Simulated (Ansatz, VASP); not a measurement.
**Two plane-wave programs on BN**

Contents of INCAR:

```
  PREC = Accurate
  ENCUT = 600
  EDIFF = 1E-6
  ISMEAR = 0
  SIGMA = 0.05
  LREAL = F
  LASPH = T
  NELM = 120
  ALGO = Normal
  ISIF = 2
  LWAVE = F
  LCHARG = T
  GGA = CA
  LELF = T
  LVHAR = T
  NBANDS = 11
  GGA_COMPAT = F
```

Contents of KPOINTS:

```
regular mesh
0
Gamma
  12 12 12
```

POSCAR

```
BN
1.0
    1.3512115259      0.7801223382      3.1030996510
   -1.3512115259      0.7801223382      3.1030996510
    0.0000000000     -1.5602446764      3.1030996510
B N
1 1
Direct
    0.9996712000      0.9996712000      0.9996712000
    0.3327618000      0.3327618000      0.3327618000
```

Input for Ansatz:

```yaml
crystal:
  lattice:
    - [1.3512115259, 0.7801223382, 3.103099651]
    - [-1.3512115259, 0.7801223382, 3.103099651]
    - [0.0, -1.5602446764, 3.103099651]
  atoms:
    - { symbol: B, position: [0.9996712, 0.9996712, 0.9996712] }
    - { symbol: "N", position: [0.3327618, 0.3327618, 0.3327618] }
basis:
  ecutwfc: 420
kpoints:
  mp_grid: { grid: [12, 12, 12] }
hamiltonian:
  xc: lda
scf:
  occupations: { method: gaussian, width: 0.05 }
output:
  forces: true
  stress: true
  eigenvalues: true
  write_density: true
  write_potential: true
  elf: true
  volumetric_format: npy
```

Change from the starting cell: strain +0.080 along x and y, -0.080 along z, atoms carried along.

Alike in both runs: task single point; functional LDA; k mesh 12 × 12 × 12; occupations gaussian, width 0.05 eV; no spin polarisation.

```csv
,VASP,Ansatz
version,VASP 6.6.1,Ansatz 0.2.0
potentials or method,"VASP PAW LDA potentials, release 64 (B, N), cutoff 600 eV","scalar-relativistic, plane waves, PAW"
valence electrons in the cell,8,8
```

Ansatz gave:

```
gap on the k mesh at the Fermi level (eV)                     : 3.39
least direct gap on the mesh (eV)                             : 4.06
pressure (GPa)                                                : -45.1
traceless stress, the component that is largest in VASP (GPa) : 45.82
rms of the force components (eV/Å)                            : 0.052
```

Task: Which values does VASP return?

Result: gap on the k mesh at the Fermi level (eV): 3.38; least direct gap on the mesh (eV): 4.05; pressure (GPa): -44.9; traceless stress, the component that is largest in VASP (GPa): 45.49; rms of the force components (eV/Å): 0.052.

LDA's correlation is that of Perdew and Zunger in VASP and of Perdew and Wang (1992) in Ansatz. Atom by atom the forces differ by 0.000 eV/Å (rms over components). Both programs put the cell under strong tension, so it lies far from rest at this level.

Noted on VASP's run: the cell as given lies far from equilibrium.
